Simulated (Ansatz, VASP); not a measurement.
# Ir: VASP beside Ansatz

```
Ir
1.0
     0.00000    1.92205    1.92205
     1.92205    0.00000    1.92205
     1.92205    1.92205    0.00000
Ir
1
Direct
  0.00000 0.00000 0.00000
```

Alike in both runs: task single point; functional r2SCAN; k mesh 20 × 20 × 20; occupations gaussian, width 0.05 eV; no spin polarisation.

|  | VASP | Ansatz |
| --- | --- | --- |
| version | VASP 6.6.1 | Ansatz 0.2.0 |
| potentials or method | VASP PAW PBE potentials, release 64 (Ir_sv_GW), cutoff 550 eV | scalar-relativistic, plane waves, PAW |
| valence electrons in the cell | 17 | 17 |

|  | VASP | Ansatz | Ansatz less VASP |
| --- | --- | --- | --- |
| gap on the k mesh at the Fermi level (eV) | none | none | - |
| pressure (GPa) | -2.2 | -0.1 | +2.16 |

VASP's potentials were made for PBE, not for r2SCAN. A gap of «none» marks a metal or a gap that the smearing closes.

Spin-orbit coupling is off throughout.
